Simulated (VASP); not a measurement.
## CoO: single point with PBEsol+U

Crystal: CoO.

```
Co O
1.0
     0.00000    2.17448    2.17448
     2.17448    0.00000    2.17448
     2.17448    2.17448    0.00000
Co O
1 1
Cartesian
  0.0000 0.0000 0.0000
  1.0872 1.0872 1.0872
```

```
Program                : VASP 6.6.1
Task                   : single point
Functional             : PBEsol
Potentials or basis    : VASP PAW PBE potentials, release 64 (Co, O)
Cutoff                 : 520 eV
k mesh                 : 16 × 16 × 16
Occupations            : gaussian, width 0.05 eV
Spin                   : collinear spin, ferromagnetic start
Starting moments       : [3.0, 0.0] μB
Hubbard terms          : Co d U = 5.0 eV
Dipole correction      : no
Further INCAR settings : ALGO = Normal; EDIFF = 1e-06; NBANDS = 18
```

The pressure is 26.3 GPa. The band gap on the k mesh is 0.72 eV, direct and the net moment is 3.00 μB per cell. The site moments are Co +2.74; O +0.18 μB. The valence electrons inside the program's atomic spheres are Co 8.28; O 5.08.

Levels at points of the mesh, in eV from the valence-band top:
Spin up:
```csv
k point,band 5,band 6,band 7,band 8,band 9,band 10,band 11,band 12,band 13,band 14
"(0.00, 0.00, 0.00)",-4.10,-4.10,0.00,0.00,0.00,0.72,15.31,15.31,15.31,20.40
"(0.50, 0.00, 0.00)",-4.54,-4.12,-4.12,-0.94,-0.94,6.52,7.70,14.07,14.07,18.48
"(0.50, 0.50, 0.00)",-5.31,-3.73,-2.85,-2.85,-2.56,5.06,10.91,11.97,15.56,15.56
```
Spin down:
```csv
k point,band 4,band 5,band 6,band 7,band 8,band 9
"(0.00, 0.00, 0.00)",-4.24,-2.35,-2.34,1.49,5.01,5.01
"(0.50, 0.00, 0.00)",-4.63,-1.53,-1.53,2.42,3.97,3.97
"(0.50, 0.50, 0.00)",-4.05,-1.93,-1.09,0.73,3.33,3.33
```

Eigenvalues of the final occupation matrices:
```
    site  spin  trace               eigenvalues
site 1 d     1   5.00  0.98 0.98 1.01 1.01 1.01
site 1 d     2   2.34  0.14 0.14 0.14 0.96 0.96
```

It took 64 s on 1 thread of Intel Xeon 6975P-C (shared host), peak memory 0.21 GiB.

Caveat: the PAW data sets were made with another functional, which shifts forces and pressure a little; a cell with one magnetic atom can't hold antiferromagnetic order, which such compounds often take. A k mesh can miss the band edges.
